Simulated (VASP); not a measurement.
# Pb (Im-3m) in VASP: notebook

Pb is run at these levels: PBE; tasks: single point.

Program: VASP 6.6.1. These are calculated values, not measurements. Logs are shortened: lines on timing, memory, paths and dates and some standing lists are left out, and cuts for length are marked.

**1. The cell of the first run**

The structure is cubic, space group Im-3m (No. 229). The conventional cell has a = 4.053 Å, b = 4.053 Å, c = 4.053 Å, α = 90.00°, β = 90.00°, γ = 90.00°. Within 4.6 Å of Pb (site symmetry m-3m) lie 14 Pb at 3.51 to 4.05 Å.

This isn't the form of Pb at room conditions, which is fcc.

**2. Single point, PBE**

Contents of INCAR:

```
  ALGO = Normal
  EDIFF = 1E-6
  ENCUT = 520
  GGA = PE
  ISIF = 2
  ISMEAR = -1
  LASPH = True
  LCHARG = True
  LELF = True
  LREAL = False
  LVHAR = True
  LWAVE = False
  NBANDS = 13
  NELM = 80
  PREC = Accurate
  SIGMA = 0.06122561905347299
```

Contents of KPOINTS:

```
k-points
0
Gamma
  13 13 13
```

Contents of POSCAR:

```
Pb
1.0
   -2.0262869348      2.0262869348      2.0262869348
    2.0262869348     -2.0262869348      2.0262869348
    2.0262869348      2.0262869348     -2.0262869348
Pb
1
Direct
    0.0000000000      0.0000000000      0.0000000000
```

Potentials or basis: VASP PAW PBE potentials, release 64 (Pb_d).

The run is started by

```bash
> cat potpaw_PBE.64/Pb_d/POTCAR > POTCAR
> mpirun -np 1 vasp_std > vasp.out
```

OUTCAR:

```text
EDIFF = 1E-6
   ENCUT = 520
   GGA = PE
   ISIF = 2
   ISMEAR = -1
   LASPH = True
   LREAL = False
   NELM = 80
   PREC = Accurate

 ion  position               nearest neighbor table
   1  0.000  0.000  0.000-

  LATTYP: Found a body centered cubic cell.
 ALAT       =     4.0525738696

  Lattice vectors:

 A1 = (  -2.0262869348,   2.0262869348,   2.0262869348)
 A2 = (   2.0262869348,  -2.0262869348,   2.0262869348)
 A3 = (   2.0262869348,   2.0262869348,  -2.0262869348)

Analysis of symmetry for initial positions (statically):
=====================================================================
 Subroutine PRICEL returns:
 Original cell was already a primitive cell.

 Routine SETGRP: Setting up the symmetry group for a
 body centered cubic supercell.

 Subroutine GETGRP returns: Found 48 space group operations
 (whereof 48 operations were pure point group operations)
 out of a pool of 48 trial point group operations.

The static configuration has the point symmetry O_h .

Analysis of symmetry for dynamics (positions and initial velocities):
=====================================================================
 Subroutine PRICEL returns:
 Original cell was already a primitive cell.

 Routine SETGRP: Setting up the symmetry group for a
 body centered cubic supercell.

 Subroutine GETGRP returns: Found 48 space group operations
 (whereof 48 operations were pure point group operations)
 out of a pool of 48 trial point group operations.

The dynamic configuration has the point symmetry O_h .

 Subroutine INISYM returns: Found 48 space group operations
 (whereof 48 operations are pure point group operations),
 and found     1 'primitive' translations

----------------------------------------------------------------------------------------

                                     Primitive cell

  volume of cell :      33.2784

  direct lattice vectors                    reciprocal lattice vectors
    -2.026286935  2.026286935  2.026286935     0.000000000  0.246756761  0.246756761
     2.026286935 -2.026286935  2.026286935     0.246756761  0.000000000  0.246756761
     2.026286935  2.026286935 -2.026286935     0.246756761  0.246756761  0.000000000

  length of vectors
     3.509631922  3.509631922  3.509631922     0.348966757  0.348966757  0.348966757

  position of ions in fractional coordinates (direct lattice)
     0.000000000  0.000000000  0.000000000

  ion indices of the primitive-cell ions
   primitive index   ion index
                 1           1

----------------------------------------------------------------------------------------

 KPOINTS: k-points

Automatic generation of k-mesh.
 Grid dimensions read from file:
 generate k-points for:   13   13   13

 Generating k-lattice:

  Cartesian coordinates                     Fractional coordinates (reciprocal lattice)
     0.000000000  0.018981289  0.018981289     0.076923077  0.000000000  0.000000000
     0.018981289  0.000000000  0.018981289     0.000000000  0.076923077  0.000000000
     0.018981289  0.018981289  0.000000000     0.000000000  0.000000000  0.076923077

  Length of vectors
     0.026843597  0.026843597  0.026843597

  Shift w.r.t. Gamma in fractional coordinates (k-lattice)
     0.000000000  0.000000000  0.000000000

 Subroutine IBZKPT returns following result:
 ===========================================

 Found     84 irreducible k-points:

 Following reciprocal coordinates:
            Coordinates               Weight
  0.000000  0.000000  0.000000      1.000000
  0.076923  0.000000  0.000000     12.000000
  0.153846  0.000000  0.000000     12.000000
  0.230769  0.000000  0.000000     12.000000
  0.307692  0.000000  0.000000     12.000000
  0.384615  0.000000  0.000000     12.000000
[... 16 lines left out ...]
  0.153846  0.076923  0.076923     24.000000
  0.230769  0.076923  0.076923     24.000000
 [... further k-points ...]
   k-points           NKPTS =     84   k-points in BZ     NKDIM =     84   number of bands    NBANDS=     13
   number of dos      NEDOS =    301   number of ions     NIONS =      1
   total plane-waves  NPLWV =  21952
   dimension x,y,z NGX =    28 NGY =   28 NGZ =   28
   dimension x,y,z NGXF=    56 NGYF=   56 NGZF=   56
   ions per type =               1
   NGX,Y,Z   is equivalent  to a cutoff of  13.26, 13.26, 13.26 a.u.
   NGXF,Y,Z  is equivalent  to a cutoff of  26.53, 26.53, 26.53 a.u.
 SYSTEM =  unknown system
   PREC   = accura    normal or accurate (medium, high low for compatibility)
   ISTART =      0    job   : 0-new  1-cont  2-samecut
   ICHARG =      2    charge: 1-file 2-atom 10-const
   ISPIN  =      1    spin polarized calculation?
   LNONCOLLINEAR =      F non collinear calculations
   LSORBIT =      F    spin-orbit coupling
   LASPH  =      T    aspherical Exc in radial PAW
   ENCUT  =  520.0 eV  38.22 Ry    6.18 a.u.   6.53  6.53  6.53*2*pi/ulx,y,z
   NELM   =     80;   NELMIN=  2; NELMDL= -5     # of ELM steps
   EDIFF  = 0.1E-05   stopping-criterion for ELM
   LREAL  =      F    real-space projection
   EDIFFG = 0.1E-04   stopping-criterion for IOM
   NSW    =      0    number of steps for IOM
   IBRION =     -1    ionic relax: 0-MD 1-quasi-New 2-CG
   NFREE  =      0    steps in history (QN), initial steepest desc. (CG)
   ISIF   =      2    stress and relaxation
   ISYM   =      2    0-nonsym 1-usesym 2-fastsym
   POTIM  = 0.5000    time-step for ionic-motion
   TEBEG  =    0.0;   TEEND  =   0.0 temperature during run
   PSTRESS=    0.0 pullay stress
   NELECT =      14.0000    total number of electrons
   NUPDOWN=      -1.0000    fix difference up-down
   EMIN   =  10.00;   EMAX   =-10.00  energy-range for DOS
   EFERMI =   0.00;   METHOD = LEGACY
   ISMEAR =    -1;   SIGMA  =   0.06  broadening in eV -4-tet -1-fermi 0-gaus
   EFERMI_NEDOS =   21; number of points for ismear=-14 and -15
   IALGO  =     38    algorithm
   IMIX   =      4    mixing-type and parameters
     AMIX     =   0.40;   BMIX     =  1.00
     AMIX_MAG =   1.60;   BMIX_MAG =  1.00
  volume/ion in A,a.u.               =      33.28       224.57
  Fermi-wavevector in a.u.,A,eV,Ry     =   1.226676  2.318082 20.473152  1.504734
  Thomas-Fermi vector in A             =   2.361668
   LORBIT       =      0    0 simple, 1 ext, 2 COOP (PROOUT), +10 PAW based schemes
   GGA     = PE    functional components
   LHFCALC =     F    Hartree Fock is set to
   AEXX    =    0.0000 exact exchange contribution
   IVDW    =     0    specifies the selected vdW correction
   LEPSILON=     F    determine dielectric tensor
   LRPA    =     F    only Hartree local field effects (RPA)
 non-spin polarized calculation
  energy-cutoff  :      520.00
  volume of cell :       33.28
 maximum number of plane-waves:       935
 NGX is ok and might be reduce to    28
   NGX = 13   NGY = 13   NGZ = 13

 number of electron      13.9999999 magnetization

 Free energy of the ion-electron system (eV)
  ---------------------------------------------------
  ext. energy  EPLUGINS =         0.00000000
  ---------------------------------------------------
  free energy    TOTEN  =        -3.52183649 eV

  energy without entropy =       -3.51468839  energy(sigma->0) =       -3.51826244

 E-fermi :   6.3055     XC(G=0):  -9.7503

 val. band max:        6.2654656481   @ k =  -0.3077   0.3077   0.2308
 cond. band min:       6.3423031119   @ k =  -0.4615   0.4615   0.3846
 fundamental gap:      0.0768374638
 Fermi energy:         6.3055082953

 k-point     1 :       0.0000    0.0000    0.0000
  band No.  band energies     occupation
      1     -10.7828      2.00000
      2     -10.7828      2.00000
      3     -10.7828      2.00000
      4     -10.5989      2.00000
      5     -10.5989      2.00000
      6      -4.8791      2.00000
      7      13.1334      0.00000
      8      13.1334      0.00000
      9      13.1334      0.00000
     10      16.7840      0.00000
     11      17.2437      0.00000
     12      17.2437      0.00000
     13      17.2437      0.00000

 k-point     2 :       0.0769    0.0000    0.0000
  band No.  band energies     occupation
      1     -10.7864      2.00000
      2     -10.7779      2.00000
      3     -10.7664      2.00000
      4     -10.6029      2.00000
      5     -10.5993      2.00000
      6      -4.7702      2.00000
      7      11.9752      0.00000
      8      12.7795      0.00000
      9      13.0076      0.00000
     10      16.3557      0.00000
     11      16.8508      0.00000
     12      17.0986      0.00000
     13      17.6356      0.00000

 k-point     3 :       0.1538    0.0000    0.0000
  band No.  band energies     occupation
      1     -10.7963      2.00000
      2     -10.7663      2.00000
      3     -10.7208      2.00000
      4     -10.6129      2.00000
      5     -10.6004      2.00000
      6      -4.4445      2.00000
      7       9.8753      0.00000
      8      11.9811      0.00000
      9      12.6529      0.00000
     10      15.2924      0.00000
     11      16.2221      0.00000
     12      17.0563      0.00000
     13      18.6249      0.00000
[... 305 lines left out ...]
 k-point    23 :       0.1538    0.0769    0.0769
  band No.  band energies     occupation
      1     -10.8004      2.00000
      2     -10.7738      2.00000
      3     -10.6330      2.00000
      4     -10.6162      2.00000
      5     -10.6063      2.00000
      6      -3.6996      2.00000
      7       7.3718      0.00000
      8      10.1825      0.00000
      9      10.8959      0.00000
     10      16.2144      0.00000
     11      16.7427      0.00000
     12      18.0157      0.00000
     13      18.9277      0.00000

 k-point    24 :       0.2308    0.0769    0.0769
  band No.  band energies     occupation
      1     -10.8139      2.00000
      2     -10.7608      2.00000
      3     -10.6210      2.00000
      4     -10.6054      2.00000
      5     -10.5807      2.00000
      6      -2.9938      2.00000
      7       5.6564      1.99995
      8       9.1486      0.00000
      9      10.3575      0.00000
     10      15.7659      0.00000
     11      16.8051      0.00000
     12      18.3574      0.00000
     13      19.6723      0.00000

 [... further k-points ...]

------------------------ aborting loop because EDIFF is reached ----------------------------------------

  FORCE on cell =-STRESS in cart. coord.  units (eV):
  Direction    XX          YY          ZZ          XY          YZ          ZX
  --------------------------------------------------------------------------------------
  -------------------------------------------------------------------------------------
  Total       -0.3180459     -0.3180459     -0.3180459      0.0000000      0.0000000     -0.0000000
  in kB      -15.3122000    -15.3122000    -15.3122000      0.0000000      0.0000000     -0.0000000
  external PRESSURE =     -15.3122000 kB  Pullay stress =       0.0000000 kB

 VOLUME and BASIS-vectors are now :
 -----------------------------------------------------------------------------
  energy-cutoff  :      520.00
  volume of cell :       33.28
      direct lattice vectors                 reciprocal lattice vectors
    -2.026286935  2.026286935  2.026286935     0.000000000  0.246756761  0.246756761
     2.026286935 -2.026286935  2.026286935     0.246756761  0.000000000  0.246756761
     2.026286935  2.026286935 -2.026286935     0.246756761  0.246756761  0.000000000

 POSITION                                       TOTAL-FORCE (eV/Angst)
 -----------------------------------------------------------------------------------
      0.00000      0.00000      0.00000         0.000000      0.000000      0.000000
 -----------------------------------------------------------------------------------
    total drift:                               -0.000000     -0.000000     -0.000000

  FREE ENERGIE OF THE ION-ELECTRON SYSTEM (eV)
  ---------------------------------------------------
  free  energy   TOTEN  =        -3.5218364917 eV

  energy  without entropy=       -3.5146883875  energy(sigma->0) =       -3.51826244
```

It took 21 s on 1 thread of Intel Xeon Platinum 8488C (Sapphire Rapids), shared host; peak memory 0.18 GiB.

What came out:

- Free energy: -3.5218 eV
- Pressure: -1.5 GPa
- Band gap on the k mesh: zero (bands 7 and 8 overlap by 8.55 eV)

Caveat: spin-orbit coupling is left out, which moves the levels of the heavy elements.

**3. Single point, PBE**

Contents of INCAR:

```
SYSTEM = Pb
ALGO = Normal
EDIFF = 1E-6
ENCUT = 520
GGA = PE
ISIF = 2
ISMEAR = -1
LASPH = .True.
LCHARG = .False.
LREAL = .False.
LWAVE = .False.
NBANDS = 13
NELM = 100
PREC = Accurate
SIGMA = 0.06122561905347299
```

Contents of KPOINTS:

```
k-points
0
Gamma
  13 13 13
  0 0 0
```

POSCAR is that of step 2.

Potentials or basis: VASP PAW PBE potentials, release 64 (Pb_d).

The run is started by

```bash
> cat potpaw_PBE.64/Pb_d/POTCAR > POTCAR
> mpirun -np 1 vasp_std > vasp.out
```

It took 18 s on 1 thread of Intel Xeon Platinum 8488C (Sapphire Rapids), shared host; peak memory 0.17 GiB.

The run converged. Its results:

| Quantity | Value |
| --- | --- |
| Free energy | -3.5218 eV |
| Pressure | -1.5 GPa |
| Band gap on the k mesh | zero (bands 7 and 8 overlap by 8.55 eV) |

Levels at points of the mesh, in eV from the Fermi level:
```tsv
k point	band 3	band 4	band 5	band 6	band 7	band 8	band 9	band 10	band 11	band 12
(0.00, 0.00, 0.00)	-17.09	-16.90	-16.90	-11.18	6.83	6.83	6.83	10.48	10.94	10.94
```

Caveat: spin-orbit coupling is left out, which moves the levels of the heavy elements.

(Continued in part 2 of 2.)
